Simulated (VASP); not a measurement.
# Mg7Te8 (a cell with a defect) in VASP: single point with PBEsol

Aim: the single point of Mg7Te8 (a cell with a defect) with PBEsol.

All numbers are computed with VASP 6.6.1; they aren't measurements. Logs are shortened: lines on timing, memory, paths and dates and some standing lists are left out, and cuts for length are marked.

## Step 1: The cell of the first run

The cell holds a defect, 15 atoms: a = 9.106 Å, b = 9.106 Å, c = 9.106 Å, α = 60.00°, β = 60.00°, γ = 60.00°.

## Step 2: Single point, PBEsol (atoms taken out, then relaxed in part)

Contents of INCAR:

```
  PREC = Accurate
  ENCUT = 520
  EDIFF = 1E-6
  ISMEAR = 0
  SIGMA = 0.05
  LREAL = Auto
  LASPH = T
  NELM = 80
  ALGO = Normal
  ISIF = 2
  LWAVE = F
  LCHARG = T
  GGA = PS
  LELF = T
  LVHAR = T
  NBANDS = 44
```

Contents of KPOINTS:

```
regular mesh
0
Gamma
  4 4 4
```

Contents of POSCAR:

```
Mg7Te8
1.0
    0.0000000000      6.4388576423     -6.4388576423
    6.4388576423      6.4388576423      0.0000000000
    6.4388576423      0.0000000000     -6.4388576423
Mg Te
7 8
Direct
    0.0016701504      0.4983298496      0.5016701504
    0.4983298496      0.0016701504      0.5016701504
    0.4983298496      0.4983298496      0.5016701504
    0.0016701504      0.0016701504      0.9983298496
    0.0016701504      0.4983298496      0.9983298496
    0.4983298496      0.0016701504      0.9983298496
    0.5000000000      0.5000000000      1.0000000000
    0.1211500801      0.1211500801      0.1365497596
    0.1240774978      0.6253075007      0.1253075007
    0.6253075007      0.1240774978      0.1253075007
    0.6253075007      0.6253075007      0.1253075007
    0.1211500801      0.1211500801      0.6211500801
    0.1211500801      0.6365497596      0.6211500801
    0.6365497596      0.1211500801      0.6211500801
    0.6253075007      0.6253075007      0.6240774978
```

Potentials or basis: VASP PAW PBE potentials, release 64 (Mg, Te).

Run with:

```console
> cat potpaw_PBE.64/Mg/POTCAR potpaw_PBE.64/Te/POTCAR > POTCAR
> mpirun -np 1 vasp_std > vasp.out
```

OUTCAR:

```text
PREC = Accurate
   ENCUT = 520
   EDIFF = 1E-6
   ISMEAR = 0
   LREAL = Auto
   LASPH = T
   NELM = 80
   ISIF = 2
   GGA = PS

 ion  position               nearest neighbor table
   1  0.002  0.498  0.502-   9 2.80  15 2.80  13 2.81  12 2.81
   2  0.498  0.002  0.502-  10 2.80  15 2.80  14 2.81  12 2.81
   3  0.498  0.498  0.502-  15 2.80  11 2.80  14 2.81  13 2.81
   4  0.002  0.002  0.998-   9 2.80  10 2.80   8 2.81  12 2.81
   5  0.002  0.498  0.998-   9 2.80  11 2.80   8 2.81  13 2.81
   6  0.498  0.002  0.998-  10 2.80  11 2.80   8 2.81  14 2.81
   7  0.500  0.500  0.000-  11 2.79  10 2.79   9 2.79  15 2.79
   8  0.121  0.121  0.137-   4 2.81   5 2.81   6 2.81
   9  0.124  0.625  0.125-   7 2.79   5 2.80   1 2.80   4 2.80
  10  0.625  0.124  0.125-   7 2.79   6 2.80   2 2.80   4 2.80
  11  0.625  0.625  0.125-   7 2.79   5 2.80   6 2.80   3 2.80
  12  0.121  0.121  0.621-   1 2.81   2 2.81   4 2.81
  13  0.121  0.637  0.621-   1 2.81   3 2.81   5 2.81
  14  0.637  0.121  0.621-   2 2.81   3 2.81   6 2.81
  15  0.625  0.625  0.624-   7 2.79   3 2.80   1 2.80   2 2.80

  LATTYP: Found a face centered cubic cell.
 ALAT       =    12.8777152846

  Lattice vectors:

 A1 = (   0.0000000000,   6.4388576423,  -6.4388576423)
 A2 = (   6.4388576423,   6.4388576423,   0.0000000000)
 A3 = (   6.4388576423,   0.0000000000,  -6.4388576423)

Analysis of symmetry for initial positions (statically):
=====================================================================
 Subroutine PRICEL returns:
 Original cell was already a primitive cell.

 Routine SETGRP: Setting up the symmetry group for a
 face centered cubic supercell.

 Subroutine GETGRP returns: Found 24 space group operations
 (whereof  4 operations were pure point group operations)
 out of a pool of 48 trial point group operations.

The static configuration has the point symmetry C_2v.
 The point group associated with its full space group is T_d .

Analysis of symmetry for dynamics (positions and initial velocities):
=====================================================================
 Subroutine PRICEL returns:
 Original cell was already a primitive cell.

 Routine SETGRP: Setting up the symmetry group for a
 face centered cubic supercell.

 Subroutine GETGRP returns: Found 24 space group operations
 (whereof  4 operations were pure point group operations)
 out of a pool of 48 trial point group operations.

The dynamic configuration has the point symmetry C_2v.
 The point group associated with its full space group is T_d .

 Subroutine INISYM returns: Found 24 space group operations
 (whereof  4 operations are pure point group operations),
 and found     1 'primitive' translations

----------------------------------------------------------------------------------------

                                     Primitive cell

  volume of cell :     533.8958

  direct lattice vectors                    reciprocal lattice vectors
     0.000000000  6.438857642 -6.438857642    -0.077653526  0.077653526 -0.077653526
     6.438857642  6.438857642  0.000000000     0.077653526  0.077653526  0.077653526
     6.438857642  0.000000000 -6.438857642     0.077653526 -0.077653526 -0.077653526

  length of vectors
     9.105919804  9.105919804  9.105919804     0.134499853  0.134499853  0.134499853

  position of ions in fractional coordinates (direct lattice)
     0.001670150  0.498329850  0.501670150
     0.498329850  0.001670150  0.501670150
     0.498329850  0.498329850  0.501670150
     0.001670150  0.001670150  0.998329850
     0.001670150  0.498329850  0.998329850
     0.498329850  0.001670150  0.998329850
     0.500000000  0.500000000  0.000000000
     0.121150080  0.121150080  0.136549760
     0.124077498  0.625307501  0.125307501
     0.625307501  0.124077498  0.125307501
     0.625307501  0.625307501  0.125307501
     0.121150080  0.121150080  0.621150080
     0.121150080  0.636549760  0.621150080
     0.636549760  0.121150080  0.621150080
     0.625307501  0.625307501  0.624077498

  ion indices of the primitive-cell ions
   primitive index   ion index
                 1           1
                 2           2
                 3           3
                 4           4
                 5           5
                 6           6
                 7           7
                 8           8
                 9           9
                10          10
                11          11
                12          12
                13          13
                14          14
                15          15

----------------------------------------------------------------------------------------

 KPOINTS: regular mesh

Automatic generation of k-mesh.
 Grid dimensions read from file:
 generate k-points for:    4    4    4

 Generating k-lattice:

  Cartesian coordinates                     Fractional coordinates (reciprocal lattice)
    -0.019413382  0.019413382 -0.019413382     0.250000000  0.000000000  0.000000000
     0.019413382  0.019413382  0.019413382     0.000000000  0.250000000  0.000000000
     0.019413382 -0.019413382 -0.019413382     0.000000000  0.000000000  0.250000000

  Length of vectors
     0.033624963  0.033624963  0.033624963

  Shift w.r.t. Gamma in fractional coordinates (k-lattice)
     0.000000000  0.000000000  0.000000000

 Subroutine IBZKPT returns following result:
 ===========================================

 Found      8 irreducible k-points:

 Following reciprocal coordinates:
            Coordinates               Weight
  0.000000  0.000000  0.000000      1.000000
  0.250000  0.000000  0.000000      8.000000
  0.500000  0.000000  0.000000      4.000000
  0.250000  0.250000  0.000000      6.000000
  0.500000  0.250000  0.000000     24.000000
 -0.250000  0.250000  0.000000     12.000000
  0.500000  0.500000  0.000000      3.000000
 -0.250000  0.500000  0.250000      6.000000
   k-points           NKPTS =      8   k-points in BZ     NKDIM =      8   number of bands    NBANDS=     44
   number of dos      NEDOS =    301   number of ions     NIONS =     15
   total plane-waves  NPLWV = 343000
   dimension x,y,z NGX =    70 NGY =   70 NGZ =   70
   dimension x,y,z NGXF=   140 NGYF=  140 NGZF=  140
   ions per type =               7   8
   NGX,Y,Z   is equivalent  to a cutoff of  12.78, 12.78, 12.78 a.u.
   NGXF,Y,Z  is equivalent  to a cutoff of  25.56, 25.56, 25.56 a.u.
 SYSTEM =  unknown system
   PREC   = accura    normal or accurate (medium, high low for compatibility)
   ISTART =      0    job   : 0-new  1-cont  2-samecut
   ICHARG =      2    charge: 1-file 2-atom 10-const
   ISPIN  =      1    spin polarized calculation?
   LNONCOLLINEAR =      F non collinear calculations
   LSORBIT =      F    spin-orbit coupling
   LASPH  =      T    aspherical Exc in radial PAW
   ENCUT  =  520.0 eV  38.22 Ry    6.18 a.u.  16.93 16.93 16.93*2*pi/ulx,y,z
   NELM   =     80;   NELMIN=  2; NELMDL= -5     # of ELM steps
   EDIFF  = 0.1E-05   stopping-criterion for ELM
   LREAL  =      T    real-space projection
   EDIFFG = 0.1E-04   stopping-criterion for IOM
   NSW    =      0    number of steps for IOM
   IBRION =     -1    ionic relax: 0-MD 1-quasi-New 2-CG
   NFREE  =      0    steps in history (QN), initial steepest desc. (CG)
   ISIF   =      2    stress and relaxation
   ISYM   =      2    0-nonsym 1-usesym 2-fastsym
   POTIM  = 0.5000    time-step for ionic-motion
   TEBEG  =    0.0;   TEEND  =   0.0 temperature during run
   PSTRESS=    0.0 pullay stress
   NELECT =      62.0000    total number of electrons
   NUPDOWN=      -1.0000    fix difference up-down
   EMIN   =  10.00;   EMAX   =-10.00  energy-range for DOS
   EFERMI =   0.00;   METHOD = LEGACY
   ISMEAR =     0;   SIGMA  =   0.05  broadening in eV -4-tet -1-fermi 0-gaus
   EFERMI_NEDOS =   21; number of points for ismear=-14 and -15
   IALGO  =     38    algorithm
   IMIX   =      4    mixing-type and parameters
     AMIX     =   0.40;   BMIX     =  1.00
     AMIX_MAG =   1.60;   BMIX_MAG =  1.00
  volume/ion in A,a.u.               =      35.59       240.19
  Fermi-wavevector in a.u.,A,eV,Ry     =   0.798705  1.509334  8.679567  0.637930
  Thomas-Fermi vector in A             =   1.905668
   LORBIT       =      0    0 simple, 1 ext, 2 COOP (PROOUT), +10 PAW based schemes
   GGA     = PS    functional components
   LHFCALC =     F    Hartree Fock is set to
   AEXX    =    0.0000 exact exchange contribution
   IVDW    =     0    specifies the selected vdW correction
   LEPSILON=     F    determine dielectric tensor
   LRPA    =     F    only Hartree local field effects (RPA)
 non-spin polarized calculation
 Gauss-broadening in eV      SIGMA  =   0.05
  energy-cutoff  :      520.00
  volume of cell :      533.90
 maximum number of plane-waves:     14408
 NGX is ok and might be reduce to    70
   NGX = 33   NGY = 33   NGZ = 33

 number of electron      62.0000001 magnetization

 Free energy of the ion-electron system (eV)
  ---------------------------------------------------
  ext. energy  EPLUGINS =         0.00000000
  ---------------------------------------------------
  free energy    TOTEN  =       -49.43112862 eV

  energy without entropy =      -49.41686638  energy(sigma->0) =      -49.42399750

 E-fermi :   1.6073     XC(G=0):  -7.8973

 val. band max:        1.5376000694   @ k =   0.5000   0.5000   0.0000
 cond. band min:       1.6173194163   @ k =   0.5000   0.2500   0.0000
 fundamental gap:      0.0797193469
 Fermi energy:         1.6072796516

 k-point     1 :       0.0000    0.0000    0.0000
  band No.  band energies     occupation
      1      -8.6570      2.00000
      2      -8.0890      2.00000
      3      -8.0890      2.00000
      4      -8.0890      2.00000
      5      -8.0355      2.00000
      6      -7.8733      2.00000
[... 357 lines left out ...]
     42       6.4710      0.00000
     43       6.5049      0.00000
 [bands above 43 left out]

------------------------ aborting loop because EDIFF is reached ----------------------------------------

  FORCE on cell =-STRESS in cart. coord.  units (eV):
  Direction    XX          YY          ZZ          XY          YZ          ZX
  --------------------------------------------------------------------------------------
  -------------------------------------------------------------------------------------
  Total       -3.0328792     -3.0328792     -3.0328792      0.0000000      0.0000000     -0.0000000
  in kB       -9.1014214     -9.1014214     -9.1014214      0.0000000      0.0000000     -0.0000000
  external PRESSURE =      -9.1014214 kB  Pullay stress =       0.0000000 kB

 VOLUME and BASIS-vectors are now :
 -----------------------------------------------------------------------------
  energy-cutoff  :      520.00
  volume of cell :      533.90
      direct lattice vectors                 reciprocal lattice vectors
     0.000000000  6.438857642 -6.438857642    -0.077653526  0.077653526 -0.077653526
     6.438857642  6.438857642  0.000000000     0.077653526  0.077653526  0.077653526
     6.438857642  0.000000000 -6.438857642     0.077653526 -0.077653526 -0.077653526

 POSITION                                       TOTAL-FORCE (eV/Angst)
 -----------------------------------------------------------------------------------
      6.43886      3.21943     -3.24094         0.000000      0.000000      0.010557
      3.24094      3.21943     -6.43886        -0.010557      0.000000     -0.000000
      6.43886      6.41735     -6.43886         0.000000      0.010557     -0.000000
      6.43886      0.02151     -6.43886         0.000000     -0.010557     -0.000000
      9.63678      3.21943     -6.43886         0.010557      0.000000     -0.000000
      6.43886      3.21943     -9.63678         0.000000      0.000000     -0.010557
      3.21943      6.43886     -3.21943         0.000000      0.000000     -0.000000
      1.65929      1.56014     -1.65929        -0.002433      0.002433      0.002433
      4.83310      4.82518     -1.60575        -0.016447      0.016447     -0.016447
      1.60575      4.82518     -4.83310         0.016447      0.016447      0.016447
      4.83310      8.05253     -4.83310        -0.016447     -0.016447      0.016447
      4.77957      1.56014     -4.77957         0.002433      0.002433     -0.002433
      8.09815      4.87872     -4.77957        -0.002433     -0.002433     -0.002433
      4.77957      4.87872     -8.09815         0.002433     -0.002433      0.002433
      8.04461      8.05253     -8.04461         0.016447     -0.016447     -0.016447
 -----------------------------------------------------------------------------------
    total drift:                                0.000001      0.000001     -0.000001

  FREE ENERGIE OF THE ION-ELECTRON SYSTEM (eV)
  ---------------------------------------------------
  free  energy   TOTEN  =       -49.4311286159 eV

  energy  without entropy=      -49.4168663795  energy(sigma->0) =      -49.42399750
```

Run time: 8.7 min. Hardware: 1 thread of Intel Xeon 8259CL, shared host; peak memory 0.71 GiB.

What came out:

```yaml
Free_energy: -49.4311 eV
Pressure: -0.9 GPa
Largest_force: 0.028 eV/Å
Band_gap_on_the_k_mesh: zero (bands 31 and 32 overlap by 0.30 eV)
```

Forces in eV/Å, atoms in the order of the input:
```
Mg   0.000  0.000  0.011
Mg  -0.011  0.000  0.000
Mg   0.000  0.011  0.000
Mg   0.000 -0.011  0.000
Mg   0.011  0.000  0.000
Mg   0.000  0.000 -0.011
Mg   0.000  0.000  0.000
Te  -0.002  0.002  0.002
Te  -0.016  0.016 -0.016
Te   0.016  0.016  0.016
Te  -0.016 -0.016  0.016
Te   0.002  0.002 -0.002
Te  -0.002 -0.002 -0.002
Te   0.002 -0.002  0.002
Te   0.016 -0.016 -0.016
```

Levels at points of the mesh, in eV from the Fermi level:
```
           k point  band 28  band 29  band 30  band 31  band 32  band 33
(0.00, 0.00, 0.00)    -0.23    -0.23     0.18     0.18     0.18     2.42
(0.50, 0.00, 0.00)    -0.63    -0.27    -0.27     0.07     0.07     3.37
(0.50, 0.50, 0.00)    -0.65    -0.48    -0.47    -0.07    -0.07     3.88
```

Caveat: the cell differs from its parent crystal (atoms taken out, then relaxed in part); the PAW data sets were made with another functional, which shifts forces and pressure a little; spin-orbit coupling is left out, which moves the levels of the heavy elements.
